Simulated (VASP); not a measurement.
Wanted: the native input for a VASP 6.6.1 run.

```yaml
Task: G0W0 quasiparticle levels
Functional: PBE
Potentials_or_basis: VASP PAW PBE potentials, release 64 (Ti_sv_GW, O_GW)
Cutoff: 500 eV
k_mesh: 4 × 4 × 4
Occupations: gaussian, width 0.01 eV
Spin: no spin polarisation
Dipole_correction: no
GW_scheme: G0W0
GW_iterations: 1
Cutoff_of_the_response_function: 80
Frequency_points: 48
Empty_bands: 60
Further_INCAR_settings: ALGO = EVGW0; EDIFF = 1e-08; NBANDS = 72
```

Crystal: TiO2.

```
Ti O
1.0
     0.00000    2.39683    2.39683
     2.39683    0.00000    2.39683
     2.39683    2.39683    0.00000
Ti O
1 2
Direct
  0.00000 0.00000 0.00000
  0.25000 0.25000 0.25000
  0.75000 0.75000 0.75000
```

The input as run:

POSCAR

```
TiO2
1.0
    0.0000000000      2.3968272579      2.3968272579
    2.3968272579      0.0000000000      2.3968272579
    2.3968272579      2.3968272579      0.0000000000
Ti O
1 2
Direct
    0.0000000000      0.0000000000      0.0000000000
    0.2500000000      0.2500000000      0.2500000000
    0.7500000000      0.7500000000      0.7500000000
```

INCAR.step1

```
SYSTEM = TiO2
PREC     = Accurate       ! precision mode
ENCUT    = 500            ! plane-wave cutoff, eV
EDIFF    = 1E-8           ! SCF threshold, eV
ISMEAR   = 0              ! smearing method
SIGMA    = 0.01           ! smearing width, eV
LREAL    = .False.        ! projectors in reciprocal space
LASPH    = .True.         ! aspherical terms in the spheres
NELM     = 60             ! most SCF steps
ALGO     = Normal         ! electronic algorithm
LWAVE    = .True.         ! write WAVECAR
LCHARG   = .False.        ! write CHGCAR
GGA      = PE             ! functional
```

INCAR.step2

```
SYSTEM = TiO2
PREC     = Accurate       ! precision mode
ENCUT    = 500            ! plane-wave cutoff, eV
EDIFF    = 1E-8           ! SCF threshold, eV
ISMEAR   = 0              ! smearing method
SIGMA    = 0.01           ! smearing width, eV
LREAL    = .False.        ! projectors in reciprocal space
LASPH    = .True.         ! aspherical terms in the spheres
NELM     = 1              ! most SCF steps
ALGO     = Exact          ! electronic algorithm
LWAVE    = .True.         ! write WAVECAR
LCHARG   = .False.        ! write CHGCAR
GGA      = PE             ! functional
NBANDS   = 72             ! bands
LOPTICS  = .True.         ! frequency-dependent dielectric function
ISTART   = 1
```

INCAR.step3

```
SYSTEM = TiO2
PREC     = Accurate       ! precision mode
ENCUT    = 500            ! plane-wave cutoff, eV
EDIFF    = 1E-8           ! SCF threshold, eV
ISMEAR   = 0              ! smearing method
SIGMA    = 0.01           ! smearing width, eV
LREAL    = .False.        ! projectors in reciprocal space
LASPH    = .True.         ! aspherical terms in the spheres
ALGO     = EVGW0          ! electronic algorithm
LWAVE    = .False.        ! write WAVECAR
LCHARG   = .False.        ! write CHGCAR
GGA      = PE             ! functional
NELMGW   = 1            
NBANDS   = 72             ! bands
ENCUTGW  = 80.0           ! cutoff of the response function
NOMEGA   = 48             ! frequency points
PRECFOCK = Fast         
ISTART   = 1            
NBANDSGW = 20
```

KPOINTS

```
regular mesh
0
Gamma
  4 4 4
  0 0 0
```

Potentials or basis: VASP PAW PBE potentials, release 64 (Ti_sv_GW, O_GW).

Launch:

```sh
$ cat potpaw_PBE.64/Ti_sv_GW/POTCAR potpaw_PBE.64/O_GW/POTCAR > POTCAR
$ cp INCAR.step1 INCAR
$ mpirun -np 1 vasp_std > vasp.out
$ cp INCAR.step2 INCAR
$ mpirun -np 1 vasp_std > vasp.out
$ cp INCAR.step3 INCAR
$ mpirun -np 1 vasp_std > vasp.out
```

It gave:

The band gap on the k mesh, mean-field level is 1.14 eV, indirect (least direct gap 1.85 eV). The quasiparticle gap is 2.50 eV and the least direct quasiparticle gap is 3.23 eV.

Caveat: the k points lie up to 0.57 Å⁻¹ apart; bands, screening cutoff and mesh are small and nothing is extrapolated, so the quasiparticle values aren't converged.

Wall time 2.8 min on 1 thread of Intel(R) Xeon(R) Platinum 8259CL CPU @ 2.50GHz (Skylake/Cascade Lake) (shared host), peak memory 0.25 GiB.
